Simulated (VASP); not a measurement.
# Cu (Fm-3m) in VASP: a series of runs

The runs below take Cu through single point, with PBEsol.

Program: VASP 6.6.1. These are calculated values, not measurements. Logs are shortened: lines on timing, memory, paths and dates and some standing lists are left out, and cuts for length are marked.

## (1) The cell of the first run

It takes space group Fm-3m (No. 225, cubic). Conventional cell: a = 3.563 Å, b = 3.563 Å, c = 3.563 Å, α = 90.00°, β = 90.00°, γ = 90.00°. Cu (site symmetry m-3m) has 12 Cu at 2.52 Å within 3.3 Å.

## (2) Single point, PBEsol

The input, INCAR:

```
SYSTEM = Cu
PREC = Accurate
ENCUT = 600
EDIFF = 1E-6
ISMEAR = -1
SIGMA = 0.05
LREAL = .False.
LASPH = .True.
NELM = 120
ALGO = Normal
ISIF = 2
LWAVE = .False.
LCHARG = .True.
GGA = PS
LELF = .True.
LVHAR = .True.
NBANDS = 12
GGA_COMPAT = .False.
```

The input, KPOINTS:

```
Automatic mesh
0
Gamma
  13 13 13
  0 0 0
```

The input, POSCAR:

```
Cu
1.0
    0.0000000000      1.7813545625      1.7813545625
    1.7813545625      0.0000000000      1.7813545625
    1.7813545625      1.7813545625      0.0000000000
Cu
1
Direct
    0.0000000000      0.0000000000      0.0000000000
```

Potentials or basis: VASP PAW PBE potentials, release 64 (Cu).

The run is started by

```
$ cat potpaw_PBE.64/Cu/POTCAR > POTCAR
$ mpirun -np 1 vasp_std > vasp.out
```

OUTCAR:

```text
SYSTEM = Cu
   PREC = Accurate
   ENCUT = 600
   EDIFF = 1E-6
   ISMEAR = -1
   LREAL = .False.
   LASPH = .True.
   NELM = 120
   ISIF = 2
   GGA = PS

 ion  position               nearest neighbor table
   1  0.000  0.000  0.000-

  LATTYP: Found a face centered cubic cell.
 ALAT       =     3.5627091250

  Lattice vectors:

 A1 = (   0.0000000000,   1.7813545625,   1.7813545625)
 A2 = (   1.7813545625,   0.0000000000,   1.7813545625)
 A3 = (   1.7813545625,   1.7813545625,   0.0000000000)

Analysis of symmetry for initial positions (statically):
=====================================================================
 Subroutine PRICEL returns:
 Original cell was already a primitive cell.

 Routine SETGRP: Setting up the symmetry group for a
 face centered cubic supercell.

 Subroutine GETGRP returns: Found 48 space group operations
 (whereof 48 operations were pure point group operations)
 out of a pool of 48 trial point group operations.

The static configuration has the point symmetry O_h .

Analysis of symmetry for dynamics (positions and initial velocities):
=====================================================================
 Subroutine PRICEL returns:
 Original cell was already a primitive cell.

 Routine SETGRP: Setting up the symmetry group for a
 face centered cubic supercell.

 Subroutine GETGRP returns: Found 48 space group operations
 (whereof 48 operations were pure point group operations)
 out of a pool of 48 trial point group operations.

The dynamic configuration has the point symmetry O_h .

 Subroutine INISYM returns: Found 48 space group operations
 (whereof 48 operations are pure point group operations),
 and found     1 'primitive' translations

----------------------------------------------------------------------------------------

                                     Primitive cell

  volume of cell :      11.3053

  direct lattice vectors                    reciprocal lattice vectors
     0.000000000  1.781354563  1.781354563    -0.280685278  0.280685278  0.280685278
     1.781354563  0.000000000  1.781354563     0.280685278 -0.280685278  0.280685278
     1.781354563  1.781354563  0.000000000     0.280685278  0.280685278 -0.280685278

  length of vectors
     2.519215782  2.519215782  2.519215782     0.486161162  0.486161162  0.486161162

  position of ions in fractional coordinates (direct lattice)
     0.000000000  0.000000000  0.000000000

  ion indices of the primitive-cell ions
   primitive index   ion index
                 1           1

----------------------------------------------------------------------------------------

 KPOINTS: Automatic mesh

Automatic generation of k-mesh.
 Grid dimensions read from file:
 generate k-points for:   13   13   13

 Generating k-lattice:

  Cartesian coordinates                     Fractional coordinates (reciprocal lattice)
    -0.021591175  0.021591175  0.021591175     0.076923077  0.000000000  0.000000000
     0.021591175 -0.021591175  0.021591175     0.000000000  0.076923077  0.000000000
     0.021591175  0.021591175 -0.021591175     0.000000000  0.000000000  0.076923077

  Length of vectors
     0.037397012  0.037397012  0.037397012

  Shift w.r.t. Gamma in fractional coordinates (k-lattice)
     0.000000000  0.000000000  0.000000000

 Subroutine IBZKPT returns following result:
 ===========================================

 Found     84 irreducible k-points:

 Following reciprocal coordinates:
            Coordinates               Weight
  0.000000  0.000000  0.000000      1.000000
  0.076923  0.000000  0.000000      8.000000
  0.153846  0.000000  0.000000      8.000000
  0.230769  0.000000  0.000000      8.000000
  0.307692  0.000000  0.000000      8.000000
  0.384615  0.000000  0.000000      8.000000
[... 16 lines left out ...]
  0.384615  0.153846  0.000000     24.000000
  0.461538  0.153846  0.000000     24.000000
 [... further k-points ...]
   k-points           NKPTS =     84   k-points in BZ     NKDIM =     84   number of bands    NBANDS=     12
   number of dos      NEDOS =    301   number of ions     NIONS =      1
   total plane-waves  NPLWV =   8000
   dimension x,y,z NGX =    20 NGY =   20 NGZ =   20
   dimension x,y,z NGXF=    40 NGYF=   40 NGZF=   40
   ions per type =               1
   NGX,Y,Z   is equivalent  to a cutoff of  13.20, 13.20, 13.20 a.u.
   NGXF,Y,Z  is equivalent  to a cutoff of  26.40, 26.40, 26.40 a.u.
 SYSTEM =  Cu
   PREC   = accura    normal or accurate (medium, high low for compatibility)
   ISTART =      0    job   : 0-new  1-cont  2-samecut
   ICHARG =      2    charge: 1-file 2-atom 10-const
   ISPIN  =      1    spin polarized calculation?
   LNONCOLLINEAR =      F non collinear calculations
   LSORBIT =      F    spin-orbit coupling
   LASPH  =      T    aspherical Exc in radial PAW
   ENCUT  =  600.0 eV  44.10 Ry    6.64 a.u.   5.03  5.03  5.03*2*pi/ulx,y,z
   NELM   =    120;   NELMIN=  2; NELMDL= -5     # of ELM steps
   EDIFF  = 0.1E-05   stopping-criterion for ELM
   LREAL  =      F    real-space projection
   EDIFFG = 0.1E-04   stopping-criterion for IOM
   NSW    =      0    number of steps for IOM
   IBRION =     -1    ionic relax: 0-MD 1-quasi-New 2-CG
   NFREE  =      0    steps in history (QN), initial steepest desc. (CG)
   ISIF   =      2    stress and relaxation
   ISYM   =      2    0-nonsym 1-usesym 2-fastsym
   POTIM  = 0.5000    time-step for ionic-motion
   TEBEG  =    0.0;   TEEND  =   0.0 temperature during run
   PSTRESS=    0.0 pullay stress
   NELECT =      11.0000    total number of electrons
   NUPDOWN=      -1.0000    fix difference up-down
   EMIN   =  10.00;   EMAX   =-10.00  energy-range for DOS
   EFERMI =   0.00;   METHOD = LEGACY
   ISMEAR =    -1;   SIGMA  =   0.05  broadening in eV -4-tet -1-fermi 0-gaus
   EFERMI_NEDOS =   21; number of points for ismear=-14 and -15
   IALGO  =     38    algorithm
   IMIX   =      4    mixing-type and parameters
     AMIX     =   0.40;   BMIX     =  1.00
     AMIX_MAG =   1.60;   BMIX_MAG =  1.00
  volume/ion in A,a.u.               =      11.31        76.29
  Fermi-wavevector in a.u.,A,eV,Ry     =   1.622228  3.065567 35.805435  2.631625
  Thomas-Fermi vector in A             =   2.715876
   LORBIT       =      0    0 simple, 1 ext, 2 COOP (PROOUT), +10 PAW based schemes
   GGA     = PS    functional components
   LHFCALC =     F    Hartree Fock is set to
   AEXX    =    0.0000 exact exchange contribution
   IVDW    =     0    specifies the selected vdW correction
   LEPSILON=     F    determine dielectric tensor
   LRPA    =     F    only Hartree local field effects (RPA)
 non-spin polarized calculation
  energy-cutoff  :      600.00
  volume of cell :       11.31
 maximum number of plane-waves:       388
   NGX =  9   NGY =  9   NGZ =  9

 number of electron      11.0000013 magnetization

 Free energy of the ion-electron system (eV)
  ---------------------------------------------------
  ext. energy  EPLUGINS =         0.00000000
  ---------------------------------------------------
  free energy    TOTEN  =        -4.31094294 eV

  energy without entropy =       -4.30822984  energy(sigma->0) =       -4.30958639

 E-fermi :   8.1265     XC(G=0): -13.1654

 val. band max:        7.9426867728   @ k =   0.4615   0.2308   0.0000
 cond. band min:       8.1423948178   @ k =   0.4615   0.3077   0.0000
 fundamental gap:      0.1997080450
 Fermi energy:         8.1264755169

 k-point     1 :       0.0000    0.0000    0.0000
  band No.  band energies     occupation
      1      -1.7754      2.00000
      2       4.7840      2.00000
      3       4.7840      2.00000
      4       4.7840      2.00000
      5       5.6738      2.00000
      6       5.6738      2.00000
      7      30.8849      0.00000
      8      33.8406      0.00000
      9      33.8406      0.00000
     10      33.8406      0.00000
     11      36.3591      0.00000
     12      36.3591      0.00000

 k-point     2 :       0.0769    0.0000    0.0000
  band No.  band energies     occupation
      1      -1.5533      2.00000
      2       4.7352      2.00000
      3       4.8266      2.00000
      4       4.8266      2.00000
      5       5.6573      2.00000
      6       5.6573      2.00000
      7      29.5455      0.00000
      8      31.9818      0.00000
      9      33.2171      0.00000
     10      33.2171      0.00000
     11      37.2795      0.00000
     12      37.2795      0.00000

 k-point     3 :       0.1538    0.0000    0.0000
  band No.  band energies     occupation
      1      -0.9028      2.00000
      2       4.6157      2.00000
      3       4.9190      2.00000
      4       4.9190      2.00000
      5       5.6411      2.00000
      6       5.6411      2.00000
      7      25.6915      0.00000
      8      31.4660      0.00000
      9      32.2889      0.00000
     10      32.2889      0.00000
     11      38.1962      0.00000
     12      38.6682      0.00000
[... 286 lines left out ...]
 k-point    23 :       0.3846    0.1538    0.0000
  band No.  band energies     occupation
      1       2.2440      2.00000
      2       4.2161      2.00000
      3       4.7292      2.00000
      4       5.1614      2.00000
      5       6.1996      2.00000
      6       6.4888      2.00000
      7      17.3934      0.00000
      8      26.4408      0.00000
      9      26.6120      0.00000
     10      29.0914      0.00000
     11      38.2143      0.00000
     12      39.5333      0.00000

 k-point    24 :       0.4615    0.1538    0.0000
  band No.  band energies     occupation
      1       2.8748      2.00000
      2       4.3917      2.00000
      3       4.7840      2.00000
      4       5.0810      2.00000
      5       6.2982      2.00000
      6       7.6021      1.99994
      7      14.2360      0.00000
      8      25.2227      0.00000
      9      26.6306      0.00000
     10      28.8772      0.00000
     11      38.8265      0.00000
     12      38.8807      0.00000

 [... further k-points ...]

------------------------ aborting loop because EDIFF is reached ----------------------------------------

  FORCE on cell =-STRESS in cart. coord.  units (eV):
  Direction    XX          YY          ZZ          XY          YZ          ZX
  --------------------------------------------------------------------------------------
  -------------------------------------------------------------------------------------
  Total        0.0580036      0.0580036      0.0580036      0.0000000     -0.0000000     -0.0000000
  in kB        8.2202393      8.2202393      8.2202393      0.0000000     -0.0000000     -0.0000000
  external PRESSURE =       8.2202393 kB  Pullay stress =       0.0000000 kB

 VOLUME and BASIS-vectors are now :
 -----------------------------------------------------------------------------
  energy-cutoff  :      600.00
  volume of cell :       11.31
      direct lattice vectors                 reciprocal lattice vectors
     0.000000000  1.781354563  1.781354563    -0.280685278  0.280685278  0.280685278
     1.781354563  0.000000000  1.781354563     0.280685278 -0.280685278  0.280685278
     1.781354563  1.781354563  0.000000000     0.280685278  0.280685278 -0.280685278

 POSITION                                       TOTAL-FORCE (eV/Angst)
 -----------------------------------------------------------------------------------
      0.00000      0.00000      0.00000        -0.000000      0.000000     -0.000000
 -----------------------------------------------------------------------------------
    total drift:                               -0.000000     -0.000000     -0.000000

  FREE ENERGIE OF THE ION-ELECTRON SYSTEM (eV)
  ---------------------------------------------------
  free  energy   TOTEN  =        -4.3109429371 eV

  energy  without entropy=       -4.3082298448  energy(sigma->0) =       -4.30958639
```

Wall time 8.3 s (1 thread of AMD EPYC 7R13 (Zen 3), shared host); peak memory 0.1 GiB.

What came out:

| Property | Result |
| --- | --- |
| Free energy | -4.3109 eV |
| Pressure | 0.8 GPa |
| Band gap on the k mesh | zero (an odd number of electrons rules out a gap without spin polarisation) |

Levels at points of the mesh, in eV from the Fermi level:
```csv
k point,band 3,band 4,band 5,band 6,band 7,band 8,band 9,band 10
"(0.00, 0.00, 0.00)",-3.34,-3.34,-2.45,-2.45,22.76,25.71,25.71,25.71
```

Caveat: the PAW data sets were made with another functional, which shifts forces and pressure a little.

## (3) Single point, PBEsol

This run uses another cell than the first one, of 11.18 Å³/atom.

The input, INCAR:

```
SYSTEM = Cu
PREC     = Accurate       ! precision mode
ENCUT    = 600            ! plane-wave cutoff, eV
EDIFF    = 1E-6           ! SCF threshold, eV
ISMEAR   = -1             ! smearing method
SIGMA    = 0.05           ! smearing width, eV
LREAL    = .False.        ! projectors in reciprocal space
LASPH    = .True.         ! aspherical terms in the spheres
NELM     = 120            ! most SCF steps
ALGO     = Normal         ! electronic algorithm
ISIF     = 2              ! what is computed and relaxed
LWAVE    = .False.        ! write WAVECAR
LCHARG   = .True.         ! write CHGCAR
GGA      = PS             ! functional
LELF     = .True.         ! ELF
LVHAR    = .True.       
NBANDS   = 12             ! bands
GGA_COMPAT= .False.
```

KPOINTS is that of step 2.

The input, POSCAR:

```
Cu
1.0
    0.0000000000      1.7745615073      1.7745615073
    1.7745615073      0.0000000000      1.7745615073
    1.7745615073      1.7745615073      0.0000000000
Cu
1
Direct
    0.0000000000      0.0000000000      0.0000000000
```

Potentials or basis: VASP PAW PBE potentials, release 64 (Cu).

The run is started by

```
$ cat potpaw_PBE.64/Cu/POTCAR > POTCAR
$ mpirun -np 1 vasp_std > vasp.out
```

It took 8.2 s on 1 thread of AMD EPYC 7R13 (Zen 3), shared host; peak memory 0.1 GiB.

Results (log left out):

```yaml
Free_energy: -4.3095 eV
Pressure: 2.8 GPa
Band_gap_on_the_k_mesh: zero (an odd number of electrons rules out a gap without spin polarisation)
```

Levels at points of the mesh, in eV from the Fermi level:
```
           k point  band 2  band 3  band 4  band 5  band 6  band 7  band 8  band 9  band 10  band 11
(0.00, 0.00, 0.00)   -3.38   -3.38   -3.38   -2.48   -2.48   22.85   25.89   25.89    25.89    28.43
```

Caveat: the PAW data sets were made with another functional, which shifts forces and pressure a little.

(Part 1 of 2 ends here.)
